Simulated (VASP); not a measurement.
# ZnO (zincite) (P6_3mc) in VASP: further runs, part 2 of 2

VASP 6.6.1. Earlier steps stand in the parts before.

**3. Electric field gradients, r2SCAN**

File POSCAR:

```
ZnO
1.0
    3.2493080000      0.0000000000      0.0000000000
   -1.6246540000      2.8139832727      0.0000000000
    0.0000000000      0.0000000000      5.2057090000
Zn O
2 2
Direct
    0.3333333333      0.6666666667      0.4990859689
    0.6666666667      0.3333333333     -0.0009140311
    0.6666666667      0.3333333333      0.3799240311
    0.3333333333      0.6666666667      0.8799240311
```

File INCAR.step1:

```
SYSTEM = ZnO
PREC     = Accurate       ! precision mode
ENCUT    = 580            ! plane-wave cutoff, eV
ISMEAR   = -1             ! smearing method
SIGMA    = 0.02           ! smearing width, eV
LREAL    = .FALSE.        ! projectors in reciprocal space
LASPH    = .TRUE.         ! aspherical terms in the spheres
NELM     = 120            ! most SCF steps
NBANDS   = 26             ! bands
GGA      = PE             ! functional
ALGO     = Normal         ! electronic algorithm
EDIFF    = 1E-5           ! SCF threshold, eV
LWAVE    = .TRUE.         ! write WAVECAR
LCHARG   = .FALSE.        ! write CHGCAR
GGA_COMPAT= .FALSE.
```

File INCAR.step2:

```
SYSTEM = ZnO
PREC     = Accurate       ! precision mode
ENCUT    = 580            ! plane-wave cutoff, eV
EDIFF    = 1E-8           ! SCF threshold, eV
ISMEAR   = -1             ! smearing method
SIGMA    = 0.02           ! smearing width, eV
LREAL    = .FALSE.        ! projectors in reciprocal space
LASPH    = .TRUE.         ! aspherical terms in the spheres
NELM     = 120            ! most SCF steps
ALGO     = Normal         ! electronic algorithm
ISIF     = 2              ! what is computed and relaxed
LWAVE    = .FALSE.        ! write WAVECAR
LCHARG   = .FALSE.        ! write CHGCAR
METAGGA  = R2SCAN         ! meta-GGA
LMIXTAU  = .TRUE.       
LEFG     = .TRUE.       
NBANDS   = 26             ! bands
ISTART   = 1            
GGA_COMPAT= .FALSE.
```

File KPOINTS:

```
regular mesh
0
G
  8 8 5
  0 0 0
```

Potentials or basis: VASP PAW PBE potentials, release 64 (Zn, O).

On the command line:

```bash
cat potpaw_PBE.64/Zn/POTCAR potpaw_PBE.64/O/POTCAR > POTCAR
cp INCAR.step1 INCAR
mpirun -np 1 vasp_std > vasp.out
cp INCAR.step2 INCAR
mpirun -np 1 vasp_std > vasp.out
```

OUTCAR:

```text
SYSTEM = ZnO
   PREC = Accurate
   ENCUT = 580
   EDIFF = 1E-8
   ISMEAR = -1
   LREAL = .FALSE.
   LASPH = .TRUE.
   NELM = 120
   ISIF = 2
   METAGGA = R2SCAN
   ISTART = 1

 ion  position               nearest neighbor table
   1  0.333  0.667  0.499-   3 1.98   3 1.98   3 1.98   4 1.98
   2  0.667  0.333  0.999-   4 1.98   4 1.98   4 1.98   3 1.98
   3  0.667  0.333  0.380-   1 1.98   1 1.98   1 1.98   2 1.98
   4  0.333  0.667  0.880-   2 1.98   2 1.98   2 1.98   1 1.98

  LATTYP: Found a hexagonal cell.
 ALAT       =     3.2493080000
 C/A-ratio  =     1.6020977390

[... 927 lines left out ...]
 ion       V_xx      V_yy      V_zz      V_xy      V_xz      V_yz
---------------------------------------------------------------------
   1      -2.517    -2.515     5.032     0.002     0.000    -0.000
   2      -2.517    -2.515     5.032     0.002    -0.000     0.000
   3       1.341     1.341    -2.682     0.000    -0.000     0.000
   4       1.341     1.341    -2.682     0.000     0.000    -0.000
---------------------------------------------------------------------

 Electric field gradients after diagonalization (V/A^2)
 (convention: |V_zz| > |V_xx| > |V_yy|)
----------------------------------------------------------------------
 ion       V_xx      V_yy      V_zz     asymmetry (V_yy - V_xx)/ V_zz
----------------------------------------------------------------------
   1      -2.518    -2.514     5.032       0.001
   2      -2.518    -2.514     5.032       0.001
   3       1.341     1.341    -2.682       0.000
   4       1.341     1.341    -2.682       0.000
----------------------------------------------------------------------

           NMR quadrupolar parameters

 Cq : quadrupolar parameter    Cq=e*Q*V_zz/h
 eta: asymmetry parameters     (V_yy - V_xx)/ V_zz
 Q  : nuclear electric quadrupole moment in mb (millibarn)
----------------------------------------------------------------------
 ion       Cq(MHz)       eta       Q (mb)
----------------------------------------------------------------------
   1       0.012       0.001       1.000
   2       0.012       0.001       1.000
   3      -0.006       0.000       1.000
   4      -0.006       0.000       1.000
----------------------------------------------------------------------
```

Run time: 7.4 min. Hardware: 1 thread of Intel Xeon 8259CL, shared host; peak memory 0.2 GiB.

What came out:

| Quantity | Value |
| --- | --- |
| Free energy | -36.3202 eV |
| Pressure | -0.4 GPa |
| Band gap on the k mesh | 1.23 eV, direct |

Electric field gradients, principal values (V/Å²):
```
atom   least  middle  greatest (by size)
1 Zn  -2.514  -2.518               5.032
2 Zn  -2.514  -2.518               5.032
 3 O   1.341   1.341              -2.682
 4 O   1.341   1.341              -2.682
```

Caveat: without QUAD_EFG the Cq values of the log hold for a quadrupole moment of 1 mb, not for the nuclei; the PAW data sets were made with another functional, which shifts forces and pressure a little.

**4. Electric field gradients, PBEsol**

File INCAR:

```
PREC = Accurate
ENCUT = 520
EDIFF = 1E-8
ISMEAR = -1
SIGMA = 0.02
LREAL = F
LASPH = T
NELM = 120
ALGO = Normal
ISIF = 2
LWAVE = F
LCHARG = F
GGA = PS
LEFG = T
NBANDS = 26
GGA_COMPAT = F
```

File KPOINTS:

```
Automatic mesh
0
Gamma
  14 14 8
```

File POSCAR:

```
ZnO
1.0
    3.2493080000      0.0000000000      0.0000000000
   -1.6246540000      2.8139832727      0.0000000000
    0.0000000000      0.0000000000      5.2057090000
Zn O
2 2
Direct
    0.3333333333      0.6666666667      0.5000000000
    0.6666666667      0.3333333333      0.0000000000
    0.6666666667      0.3333333333      0.3790100000
    0.3333333333      0.6666666667      0.8790100000
```

Potentials or basis: VASP PAW PBE potentials, release 64 (Zn, O).

On the command line:

```bash
cat potpaw_PBE.64/Zn/POTCAR potpaw_PBE.64/O/POTCAR > POTCAR
mpirun -np 1 vasp_std > vasp.out
```

OUTCAR:

```text
PREC = Accurate
   ENCUT = 520
   EDIFF = 1E-8
   ISMEAR = -1
   LREAL = F
   LASPH = T
   NELM = 120
   ISIF = 2
   GGA = PS

 ion  position               nearest neighbor table
   1  0.333  0.667  0.500-   4 1.97   3 1.98   3 1.98   3 1.98
   2  0.667  0.333  0.000-   3 1.97   4 1.98   4 1.98   4 1.98
   3  0.667  0.333  0.379-   2 1.97   1 1.98   1 1.98   1 1.98
   4  0.333  0.667  0.879-   1 1.97   2 1.98   2 1.98   2 1.98

  LATTYP: Found a hexagonal cell.
 ALAT       =     3.2493080000
 C/A-ratio  =     1.6020977390

  Lattice vectors:

 A1 = (   3.2493080000,   0.0000000000,   0.0000000000)
 A2 = (  -1.6246540000,   2.8139832727,   0.0000000000)
 A3 = (   0.0000000000,   0.0000000000,   5.2057090000)

Analysis of symmetry for initial positions (statically):
=====================================================================
 Subroutine PRICEL returns:
[... 902 lines left out ...]
     -0.00000      1.87599      2.60285        -0.000000     -0.000000     -0.065242
      1.62465      0.93799      0.00000         0.000000      0.000000     -0.065242
      1.62465      0.93799      1.97302        -0.000000      0.000000      0.065242
     -0.00000      1.87599      4.57587         0.000000      0.000000      0.065242
 -----------------------------------------------------------------------------------
    total drift:                               -0.000000     -0.000000     -0.000715

  FREE ENERGIE OF THE ION-ELECTRON SYSTEM (eV)
  ---------------------------------------------------
  free  energy   TOTEN  =       -19.4105661795 eV

  energy  without entropy=      -19.4105661794  energy(sigma->0) =      -19.41056618

 Electric field gradients (V/A^2)
---------------------------------------------------------------------
 ion       V_xx      V_yy      V_zz      V_xy      V_xz      V_yz
---------------------------------------------------------------------
   1      -0.420    -0.421     0.841    -0.001    -0.000     0.000
   2      -0.420    -0.421     0.841    -0.001     0.000    -0.000
   3       0.961     0.956    -1.917    -0.004    -0.000     0.000
   4       0.961     0.956    -1.917    -0.004     0.000    -0.000
---------------------------------------------------------------------

 Electric field gradients after diagonalization (V/A^2)
 (convention: |V_zz| > |V_xx| > |V_yy|)
----------------------------------------------------------------------
 ion       V_xx      V_yy      V_zz     asymmetry (V_yy - V_xx)/ V_zz
----------------------------------------------------------------------
   1      -0.422    -0.419     0.841       0.003
   2      -0.422    -0.419     0.841       0.003
   3       0.963     0.954    -1.917       0.004
   4       0.963     0.954    -1.917       0.004
----------------------------------------------------------------------

           NMR quadrupolar parameters

 Cq : quadrupolar parameter    Cq=e*Q*V_zz/h
 eta: asymmetry parameters     (V_yy - V_xx)/ V_zz
 Q  : nuclear electric quadrupole moment in mb (millibarn)
----------------------------------------------------------------------
 ion       Cq(MHz)       eta       Q (mb)
----------------------------------------------------------------------
   1       0.002       0.003       1.000
   2       0.002       0.003       1.000
   3      -0.005       0.004       1.000
   4      -0.005       0.004       1.000
----------------------------------------------------------------------
```

OSZICAR:

```text
N       E                     dE             d eps       ncg     rms          rms(c)
DAV:   1     0.291361885617E+03    0.29136E+03   -0.18185E+04  6368   0.202E+03
DAV:   2     0.930135325862E+01   -0.28206E+03   -0.26475E+03  6550   0.408E+02
DAV:   3    -0.215939449647E+02   -0.30895E+02   -0.30475E+02  6936   0.138E+02
DAV:   4    -0.222066048611E+02   -0.61266E+00   -0.61108E+00  6898   0.198E+01
DAV:   5    -0.222096572999E+02   -0.30524E-02   -0.30522E-02  6824   0.145E+00    0.140E+01
DAV:   6    -0.192844900754E+02    0.29252E+01   -0.56020E+00  9750   0.604E+01    0.900E+00
DAV:   7    -0.194596409308E+02   -0.17515E+00   -0.26186E+00  6420   0.159E+01    0.539E+00
DAV:   8    -0.194592586565E+02    0.38227E-03   -0.50850E-01  8914   0.719E+00    0.164E+00
DAV:   9    -0.194085611089E+02    0.50698E-01   -0.94701E-02  9160   0.610E+00    0.353E-01
DAV:  10    -0.194105233133E+02   -0.19622E-02   -0.37502E-02  6322   0.132E+00    0.110E-01
DAV:  11    -0.194105428118E+02   -0.19498E-04   -0.57199E-04  6730   0.197E-01    0.232E-02
DAV:  12    -0.194105680762E+02   -0.25264E-04   -0.36799E-05  6582   0.941E-02    0.175E-02
DAV:  13    -0.194105693716E+02   -0.12954E-05   -0.49708E-06  7342   0.500E-02    0.143E-02
DAV:  14    -0.194105663987E+02    0.29729E-05   -0.47314E-06  8864   0.364E-02    0.303E-03
DAV:  15    -0.194105663036E+02    0.95135E-07   -0.13945E-06  6464   0.894E-03    0.141E-03
DAV:  16    -0.194105662021E+02    0.10151E-06   -0.69118E-08  7498   0.240E-03    0.351E-04
DAV:  17    -0.194105661808E+02    0.21284E-07   -0.93922E-09  3336   0.116E-03    0.383E-04
DAV:  18    -0.194105661795E+02    0.13224E-08   -0.32364E-09  3186   0.945E-04
   1 F= -.19410566E+02 E0= -.19410566E+02  d E =-.713174E-10
```

Wall time 3.2 min (1 thread of Intel Xeon 8259CL, shared host); peak memory 0.25 GiB.

Results:

```
Free energy            : -19.4106 eV
Pressure               : -0.5 GPa
Largest force          : 0.065 eV/Å
Band gap on the k mesh : 0.69 eV, direct
```

Forces on the atoms (eV/Å):
```
Zn   0.000  0.000 -0.065
Zn   0.000  0.000 -0.065
O    0.000  0.000  0.065
O    0.000  0.000  0.065
```

Stress tensor (GPa, compression positive):
```
-1.06  0.00  0.00
 0.00 -1.06  0.00
 0.00  0.00  0.67
```

Electric field gradients, principal values (V/Å²):
```tsv
atom	least	middle	greatest (by size)
1 Zn	-0.419	-0.422	0.841
2 Zn	-0.419	-0.422	0.841
3 O	0.954	0.963	-1.917
4 O	0.954	0.963	-1.917
```

Caveat: without QUAD_EFG the Cq values of the log hold for a quadrupole moment of 1 mb, not for the nuclei; the PAW data sets were made with another functional, which shifts forces and pressure a little.

**5. The runs side by side**

```tsv
level	k mesh	cutoff (eV)	gap on the mesh (eV)	pressure (GPa)
PBEsol	8 × 8 × 5	520	0.68	-0.5
r2SCAN	8 × 8 × 5	580	1.23	-0.4
PBEsol	14 × 14 × 8	520	0.69	-0.5
```

Some of these runs hold the atoms at other places in the same cell, which the table doesn't show; runs alike in all that it shows share one row.

Alike in all rows: task electric field gradients; potentials or basis VASP PAW PBE potentials, release 64 (Zn, O); no spin polarisation; cell as given; smearing fermi-dirac 0.02 eV.

On the cell as given the gap runs from 0.68 eV (PBEsol) to 1.23 eV (r2SCAN); the meshes differ, which moves gaps too.

Caveats: the PAW data sets were made with another functional, which shifts forces and pressure a little.

Total energies depend on the potentials used, so only differences within one code and one set of settings carry meaning.

**6. Comparison with measurements**

Step 4. Measured gap of ZnO: 3.37 eV (quoted in “Electronic structure of alkaline earth and post-transition metal oxides”, 2009, arxiv:0908.1581). This calculation gives 0.69 eV (-2.68 eV). So large a miss can be the level of theory's own, or it may mean another phase, state or a wrong row. The value is that of PBEsol on a finite k mesh, which can miss the band edges, without temperature or zero-point motion. Semilocal functionals fall short of measured gaps as a rule.
